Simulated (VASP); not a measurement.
# Nb (Im-3m) in VASP: notebook

The runs below take Nb through electric field gradients, with PBE.

Program: VASP 6.6.1. These are calculated values, not measurements. Logs are shortened: lines on timing, memory, paths and dates and some standing lists are left out, and cuts for length are marked.

## Step 1: The cell of the first run

It takes space group Im-3m (No. 229, cubic). The conventional cell has a = 3.271 Å, b = 3.271 Å, c = 3.271 Å, α = 90.00°, β = 90.00°, γ = 90.00°. Nb (site symmetry m-3m) has 14 Nb at 2.83 to 3.27 Å within 3.7 Å.

## Step 2: Electric field gradients, PBE (volume scaled by 0.95)

INCAR reads:

```
SYSTEM = Nb
  PREC = Accurate
  ENCUT = 520
  EDIFF = 1E-8
  ISMEAR = -1
  SIGMA = 0.03
  LREAL = .False.
  LASPH = .True.
  NELM = 60
  ALGO = Normal
  ISIF = 2
  LWAVE = .False.
  LCHARG = .False.
  GGA = PE
  LEFG = .True.
  NBANDS = 12
```

KPOINTS reads:

```
regular mesh
0
Gamma
  15 15 15
  0 0 0
```

POSCAR reads:

```
Nb
1.0
   -1.6357420082      1.6357420082      1.6357420082
    1.6357420082     -1.6357420082      1.6357420082
    1.6357420082      1.6357420082     -1.6357420082
Nb
1
Direct
    0.0000000000      0.0000000000      0.0000000000
```

Potentials or basis: VASP PAW PBE potentials, release 64 (Nb_sv).

Run with:

```bash
$ cat potpaw_PBE.64/Nb_sv/POTCAR > POTCAR
$ mpirun -np 1 vasp_std > vasp.out
```

OUTCAR:

```text
SYSTEM = Nb
   PREC = Accurate
   ENCUT = 520
   EDIFF = 1E-8
   ISMEAR = -1
   LREAL = .False.
   LASPH = .True.
   NELM = 60
   ISIF = 2
   GGA = PE

 ion  position               nearest neighbor table
   1  0.000  0.000  0.000-

  LATTYP: Found a body centered cubic cell.
 ALAT       =     3.2714840164

  Lattice vectors:

 A1 = (  -1.6357420082,   1.6357420082,   1.6357420082)
 A2 = (   1.6357420082,  -1.6357420082,   1.6357420082)
 A3 = (   1.6357420082,   1.6357420082,  -1.6357420082)

Analysis of symmetry for initial positions (statically):
=====================================================================
 Subroutine PRICEL returns:
 Original cell was already a primitive cell.

 Routine SETGRP: Setting up the symmetry group for a
 body centered cubic supercell.

 Subroutine GETGRP returns: Found 48 space group operations
 (whereof 48 operations were pure point group operations)
 out of a pool of 48 trial point group operations.

The static configuration has the point symmetry O_h .

Analysis of symmetry for dynamics (positions and initial velocities):
=====================================================================
 Subroutine PRICEL returns:
 Original cell was already a primitive cell.

 Routine SETGRP: Setting up the symmetry group for a
 body centered cubic supercell.

 Subroutine GETGRP returns: Found 48 space group operations
 (whereof 48 operations were pure point group operations)
 out of a pool of 48 trial point group operations.

The dynamic configuration has the point symmetry O_h .

 Subroutine INISYM returns: Found 48 space group operations
 (whereof 48 operations are pure point group operations),
 and found     1 'primitive' translations

----------------------------------------------------------------------------------------

                                     Primitive cell

  volume of cell :      17.5067

  direct lattice vectors                    reciprocal lattice vectors
    -1.635742008  1.635742008  1.635742008     0.000000000  0.305671675  0.305671675
     1.635742008 -1.635742008  1.635742008     0.305671675  0.000000000  0.305671675
     1.635742008  1.635742008 -1.635742008     0.305671675  0.305671675  0.000000000

  length of vectors
     2.833188266  2.833188266  2.833188266     0.432285029  0.432285029  0.432285029

  position of ions in fractional coordinates (direct lattice)
     0.000000000  0.000000000  0.000000000

  ion indices of the primitive-cell ions
   primitive index   ion index
                 1           1

----------------------------------------------------------------------------------------

 KPOINTS: regular mesh

Automatic generation of k-mesh.
 Grid dimensions read from file:
 generate k-points for:   15   15   15

 Generating k-lattice:

  Cartesian coordinates                     Fractional coordinates (reciprocal lattice)
     0.000000000  0.020378112  0.020378112     0.066666667  0.000000000  0.000000000
     0.020378112  0.000000000  0.020378112     0.000000000  0.066666667  0.000000000
     0.020378112  0.020378112  0.000000000     0.000000000  0.000000000  0.066666667

  Length of vectors
     0.028819002  0.028819002  0.028819002

  Shift w.r.t. Gamma in fractional coordinates (k-lattice)
     0.000000000  0.000000000  0.000000000

 Subroutine IBZKPT returns following result:
 ===========================================

 Found    120 irreducible k-points:

 Following reciprocal coordinates:
            Coordinates               Weight
  0.000000  0.000000  0.000000      1.000000
  0.066667  0.000000  0.000000     12.000000
  0.133333  0.000000  0.000000     12.000000
  0.200000  0.000000  0.000000     12.000000
  0.266667  0.000000  0.000000     12.000000
  0.333333  0.000000  0.000000     12.000000
[... 16 lines left out ...]
  0.333333  0.200000  0.000000     48.000000
  0.400000  0.200000  0.000000     24.000000
 [... further k-points ...]
   k-points           NKPTS =    120   k-points in BZ     NKDIM =    120   number of bands    NBANDS=     12
   number of dos      NEDOS =    301   number of ions     NIONS =      1
   total plane-waves  NPLWV =  13824
   dimension x,y,z NGX =    24 NGY =   24 NGZ =   24
   dimension x,y,z NGXF=    48 NGYF=   48 NGZF=   48
   ions per type =               1
   NGX,Y,Z   is equivalent  to a cutoff of  14.08, 14.08, 14.08 a.u.
   NGXF,Y,Z  is equivalent  to a cutoff of  28.17, 28.17, 28.17 a.u.
 SYSTEM =  Nb
   PREC   = accura    normal or accurate (medium, high low for compatibility)
   ISTART =      0    job   : 0-new  1-cont  2-samecut
   ICHARG =      2    charge: 1-file 2-atom 10-const
   ISPIN  =      1    spin polarized calculation?
   LNONCOLLINEAR =      F non collinear calculations
   LSORBIT =      F    spin-orbit coupling
   LASPH  =      T    aspherical Exc in radial PAW
   ENCUT  =  520.0 eV  38.22 Ry    6.18 a.u.   5.27  5.27  5.27*2*pi/ulx,y,z
   NELM   =     60;   NELMIN=  2; NELMDL= -5     # of ELM steps
   EDIFF  = 0.1E-07   stopping-criterion for ELM
   LREAL  =      F    real-space projection
   EDIFFG = 0.1E-06   stopping-criterion for IOM
   NSW    =      0    number of steps for IOM
   IBRION =     -1    ionic relax: 0-MD 1-quasi-New 2-CG
   NFREE  =      0    steps in history (QN), initial steepest desc. (CG)
   ISIF   =      2    stress and relaxation
   ISYM   =      2    0-nonsym 1-usesym 2-fastsym
   POTIM  = 0.5000    time-step for ionic-motion
   TEBEG  =    0.0;   TEEND  =   0.0 temperature during run
   PSTRESS=    0.0 pullay stress
   NELECT =      13.0000    total number of electrons
   NUPDOWN=      -1.0000    fix difference up-down
   EMIN   =  10.00;   EMAX   =-10.00  energy-range for DOS
   EFERMI =   0.00;   METHOD = LEGACY
   ISMEAR =    -1;   SIGMA  =   0.03  broadening in eV -4-tet -1-fermi 0-gaus
   EFERMI_NEDOS =   21; number of points for ismear=-14 and -15
   IALGO  =     38    algorithm
   IMIX   =      4    mixing-type and parameters
     AMIX     =   0.40;   BMIX     =  1.00
     AMIX_MAG =   1.60;   BMIX_MAG =  1.00
  volume/ion in A,a.u.               =      17.51       118.14
  Fermi-wavevector in a.u.,A,eV,Ry     =   1.482476  2.801474 29.902020  2.197737
  Thomas-Fermi vector in A             =   2.596258
   LORBIT       =      0    0 simple, 1 ext, 2 COOP (PROOUT), +10 PAW based schemes
   GGA     = PE    functional components
   LHFCALC =     F    Hartree Fock is set to
   AEXX    =    0.0000 exact exchange contribution
   IVDW    =     0    specifies the selected vdW correction
   LEPSILON=     F    determine dielectric tensor
   LRPA    =     F    only Hartree local field effects (RPA)
 non-spin polarized calculation
  energy-cutoff  :      520.00
  volume of cell :       17.51
 maximum number of plane-waves:       481
 NGX is ok and might be reduce to    24
   NGX = 11   NGY = 11   NGZ = 11

 number of electron      13.0000001 magnetization

 Free energy of the ion-electron system (eV)
  ---------------------------------------------------
  ext. energy  EPLUGINS =         0.00000000
  ---------------------------------------------------
  free energy    TOTEN  =       -10.20460480 eV

  energy without entropy =      -10.19993001  energy(sigma->0) =      -10.20226740

 E-fermi :  11.5796     XC(G=0): -12.6487

 val. band max:       11.5678149919   @ k =  -0.2000   0.2000   0.0667
 cond. band min:      11.5813642597   @ k =  -0.1333   0.2000   0.0667
 fundamental gap:      0.0135492677
 Fermi energy:        11.5796010996

 k-point     1 :       0.0000    0.0000    0.0000
  band No.  band energies     occupation
      1     -42.7592      2.00000
      2     -17.9918      2.00000
      3     -17.9918      2.00000
      4     -17.9918      2.00000
      5       5.5832      2.00000
      6      11.9349      0.00001
      7      11.9349      0.00001
      8      11.9349      0.00001
      9      14.9399      0.00000
     10      14.9399      0.00000
     11      25.8782      0.00000
     12      25.8782      0.00000

 k-point     2 :       0.0667    0.0000    0.0000
  band No.  band energies     occupation
      1     -42.7476      2.00000
      2     -18.0612      2.00000
      3     -18.0127      2.00000
      4     -17.9924      2.00000
      5       5.7732      2.00000
      6      11.8168      0.00074
      7      11.9062      0.00004
      8      12.1171      0.00000
      9      14.7574      0.00000
     10      14.9397      0.00000
     11      26.0365      0.00000
     12      26.2065      0.00000
[... 316 lines left out ...]
 k-point    24 :       0.4000    0.2000    0.0000
  band No.  band energies     occupation
      1     -42.4626      2.00000
      2     -19.2955      2.00000
      3     -18.6777      2.00000
      4     -18.1450      2.00000
      5       8.7502      2.00000
      6      10.0937      2.00000
      7      11.9451      0.00001
      8      14.8244      0.00000
      9      16.0282      0.00000
     10      20.3413      0.00000
     11      22.8249      0.00000
     12      24.7290      0.00000

 [... further k-points ...]
[... 5 lines left out ...]
  --------------------------------------------------------------------------------------
  -------------------------------------------------------------------------------------
  Total        0.7008657      0.7008657      0.7008657      0.0000000     -0.0000000      0.0000000
  in kB       64.1417741     64.1417741     64.1417741      0.0000000     -0.0000000      0.0000000
  external PRESSURE =      64.1417741 kB  Pullay stress =       0.0000000 kB

 VOLUME and BASIS-vectors are now :
 -----------------------------------------------------------------------------
  energy-cutoff  :      520.00
  volume of cell :       17.51
      direct lattice vectors                 reciprocal lattice vectors
    -1.635742008  1.635742008  1.635742008     0.000000000  0.305671675  0.305671675
     1.635742008 -1.635742008  1.635742008     0.305671675  0.000000000  0.305671675
     1.635742008  1.635742008 -1.635742008     0.305671675  0.305671675  0.000000000

 POSITION                                       TOTAL-FORCE (eV/Angst)
 -----------------------------------------------------------------------------------
      0.00000      0.00000      0.00000        -0.000000      0.000000      0.000000
 -----------------------------------------------------------------------------------
    total drift:                                0.000000      0.000000     -0.000000

  FREE ENERGIE OF THE ION-ELECTRON SYSTEM (eV)
  ---------------------------------------------------
  free  energy   TOTEN  =       -10.2046047963 eV

  energy  without entropy=      -10.1999300061  energy(sigma->0) =      -10.20226740

 Electric field gradients (V/A^2)
---------------------------------------------------------------------
 ion       V_xx      V_yy      V_zz      V_xy      V_xz      V_yz
---------------------------------------------------------------------
   1       0.000    -0.000    -0.000    -0.000    -0.000    -0.000
---------------------------------------------------------------------

 Electric field gradients after diagonalization (V/A^2)
 (convention: |V_zz| > |V_xx| > |V_yy|)
----------------------------------------------------------------------
 ion       V_xx      V_yy      V_zz     asymmetry (V_yy - V_xx)/ V_zz
----------------------------------------------------------------------
   1       0.000     0.000    -0.000       0.000
----------------------------------------------------------------------

           NMR quadrupolar parameters

 Cq : quadrupolar parameter    Cq=e*Q*V_zz/h
 eta: asymmetry parameters     (V_yy - V_xx)/ V_zz
 Q  : nuclear electric quadrupole moment in mb (millibarn)
----------------------------------------------------------------------
 ion       Cq(MHz)       eta       Q (mb)
----------------------------------------------------------------------
   1      -0.000       0.000       1.000
----------------------------------------------------------------------
```

Run time: 24 s. Hardware: 1 thread of Intel Xeon Platinum 8259CL at 2.50GHz (Skylake/Cascade Lake), shared host; peak memory 0.15 GiB.

What came out:

```
Free energy : -10.2046 eV
Pressure    : 6.4 GPa
```

Levels at points of the mesh, in eV from the Fermi level:
```tsv
k point	band 4	band 5	band 6	band 7	band 8	band 9
(0.00, 0.00, 0.00)	-29.57	-6.00	0.36	0.36	0.36	3.36
```

Caveat: without QUAD_EFG the Cq values of the log hold for a quadrupole moment of 1 mb, not for the nuclei.

## Step 3: Electric field gradients, PBE (volume scaled by 0.975)

INCAR reads:

```
PREC     = Accurate       # precision mode
ENCUT    = 520            # plane-wave cutoff, eV
EDIFF    = 1E-8           # SCF threshold, eV
ISMEAR   = -1             # smearing method
SIGMA    = 0.03           # smearing width, eV
LREAL    = False          # projectors in reciprocal space
LASPH    = True           # aspherical terms in the spheres
NELM     = 100            # most SCF steps
ALGO     = Normal         # electronic algorithm
ISIF     = 2              # what is computed and relaxed
LWAVE    = False          # write WAVECAR
LCHARG   = False          # write CHGCAR
GGA      = PE             # functional
LEFG     = True         
NBANDS   = 12             # bands
```

KPOINTS reads:

```
Automatic mesh
0
Gamma
  15 15 15
```

POSCAR reads:

```
Nb
1.0
   -1.6499665658      1.6499665658      1.6499665658
    1.6499665658     -1.6499665658      1.6499665658
    1.6499665658      1.6499665658     -1.6499665658
Nb
1
Direct
    0.0000000000      0.0000000000      0.0000000000
```

Potentials or basis: VASP PAW PBE potentials, release 64 (Nb_sv).

Run with:

```bash
$ cat potpaw_PBE.64/Nb_sv/POTCAR > POTCAR
$ mpirun -np 1 vasp_std > vasp.out
```

OUTCAR:

```text
PREC = Accurate
   ENCUT = 520
   EDIFF = 1E-8
   ISMEAR = -1
   LREAL = False
   LASPH = True
   NELM = 100
   ISIF = 2
   GGA = PE

 ion  position               nearest neighbor table
   1  0.000  0.000  0.000-

  LATTYP: Found a body centered cubic cell.
 ALAT       =     3.2999331316

  Lattice vectors:

 A1 = (  -1.6499665658,   1.6499665658,   1.6499665658)
 A2 = (   1.6499665658,  -1.6499665658,   1.6499665658)
 A3 = (   1.6499665658,   1.6499665658,  -1.6499665658)

Analysis of symmetry for initial positions (statically):
=====================================================================
 Subroutine PRICEL returns:
 Original cell was already a primitive cell.

 Routine SETGRP: Setting up the symmetry group for a
 body centered cubic supercell.

 Subroutine GETGRP returns: Found 48 space group operations
 (whereof 48 operations were pure point group operations)
 out of a pool of 48 trial point group operations.

The static configuration has the point symmetry O_h .

Analysis of symmetry for dynamics (positions and initial velocities):
=====================================================================
 Subroutine PRICEL returns:
 Original cell was already a primitive cell.

 Routine SETGRP: Setting up the symmetry group for a
 body centered cubic supercell.

 Subroutine GETGRP returns: Found 48 space group operations
 (whereof 48 operations were pure point group operations)
 out of a pool of 48 trial point group operations.

The dynamic configuration has the point symmetry O_h .

 Subroutine INISYM returns: Found 48 space group operations
[... 151 lines left out ...]
  band No.  band energies     occupation
      1     -43.1563      2.00000
      2     -18.4477      2.00000
      3     -18.4477      2.00000
      4     -18.4477      2.00000
      5       5.2617      2.00000
      6      11.5768      0.00001
      7      11.5768      0.00001
      8      11.5768      0.00001
      9      14.4945      0.00000
     10      14.4945      0.00000
     11      25.4399      0.00000
     12      25.4399      0.00000
[... 331 lines left out ...]
 k-point    24 :       0.4000    0.2000    0.0000
  band No.  band energies     occupation
      1     -42.8891      2.00000
      2     -19.6501      2.00000
      3     -19.0805      2.00000
      4     -18.5885      2.00000
      5       8.4643      2.00000
      6       9.7842      2.00000
      7      11.5361      0.00005
      8      14.3748      0.00000
      9      15.5249      0.00000
     10      19.7048      0.00000
     11      22.1300      0.00000
     12      24.1115      0.00000

 [... further k-points ...]
[... 5 lines left out ...]
  --------------------------------------------------------------------------------------
  -------------------------------------------------------------------------------------
  Total        0.1683651      0.1683651      0.1683651      0.0000000      0.0000000     -0.0000000
  in kB       15.0133331     15.0133331     15.0133331      0.0000000      0.0000000     -0.0000000
  external PRESSURE =      15.0133331 kB  Pullay stress =       0.0000000 kB

 VOLUME and BASIS-vectors are now :
 -----------------------------------------------------------------------------
  energy-cutoff  :      520.00
  volume of cell :       17.97
      direct lattice vectors                 reciprocal lattice vectors
    -1.649966566  1.649966566  1.649966566     0.000000000  0.303036444  0.303036444
     1.649966566 -1.649966566  1.649966566     0.303036444  0.000000000  0.303036444
     1.649966566  1.649966566 -1.649966566     0.303036444  0.303036444  0.000000000

 POSITION                                       TOTAL-FORCE (eV/Angst)
 -----------------------------------------------------------------------------------
      0.00000      0.00000      0.00000        -0.000000      0.000000      0.000000
 -----------------------------------------------------------------------------------
    total drift:                                0.000000      0.000000      0.000000

  FREE ENERGIE OF THE ION-ELECTRON SYSTEM (eV)
  ---------------------------------------------------
  free  energy   TOTEN  =       -10.2161979068 eV

  energy  without entropy=      -10.2111854711  energy(sigma->0) =      -10.21369169

 Electric field gradients (V/A^2)
---------------------------------------------------------------------
 ion       V_xx      V_yy      V_zz      V_xy      V_xz      V_yz
---------------------------------------------------------------------
   1      -0.000    -0.000    -0.000    -0.000    -0.000    -0.000
---------------------------------------------------------------------

 Electric field gradients after diagonalization (V/A^2)
 (convention: |V_zz| > |V_xx| > |V_yy|)
----------------------------------------------------------------------
 ion       V_xx      V_yy      V_zz     asymmetry (V_yy - V_xx)/ V_zz
----------------------------------------------------------------------
   1       0.000     0.000    -0.000       0.000
----------------------------------------------------------------------

           NMR quadrupolar parameters

 Cq : quadrupolar parameter    Cq=e*Q*V_zz/h
 eta: asymmetry parameters     (V_yy - V_xx)/ V_zz
 Q  : nuclear electric quadrupole moment in mb (millibarn)
----------------------------------------------------------------------
 ion       Cq(MHz)       eta       Q (mb)
----------------------------------------------------------------------
   1      -0.000       0.000       1.000
----------------------------------------------------------------------
```

stdout:

```text
POSCAR found type information on POSCAR Nb
 POSCAR found :  1 types and       1 ions
 scaLAPACK will be used
 LDA part: xc-table for (Slater+PW92), standard interpolation
 POSCAR, INCAR and KPOINTS ok, starting setup
 FFT: planning ... GRIDC
 FFT: planning ... GRID_SOFT
 FFT: planning ... GRID
 WAVECAR not read
 entering main loop
ion   1
```

It took 23 s on 1 thread of Intel Xeon Platinum 8259CL at 2.50GHz (Skylake/Cascade Lake), shared host; peak memory 0.15 GiB.

Results:

```yaml
Free_energy: -10.2162 eV
Pressure: 1.5 GPa
```

Levels at points of the mesh, in eV from the Fermi level:
```tsv
k point	band 2	band 3	band 4	band 5	band 6	band 7	band 8	band 9	band 10	band 11
(0.00, 0.00, 0.00)	-29.67	-29.67	-29.67	-5.96	0.36	0.36	0.36	3.27	3.27	14.22
```

Caveat: without QUAD_EFG the Cq values of the log hold for a quadrupole moment of 1 mb, not for the nuclei.

(Continued in part 2 of 2.)
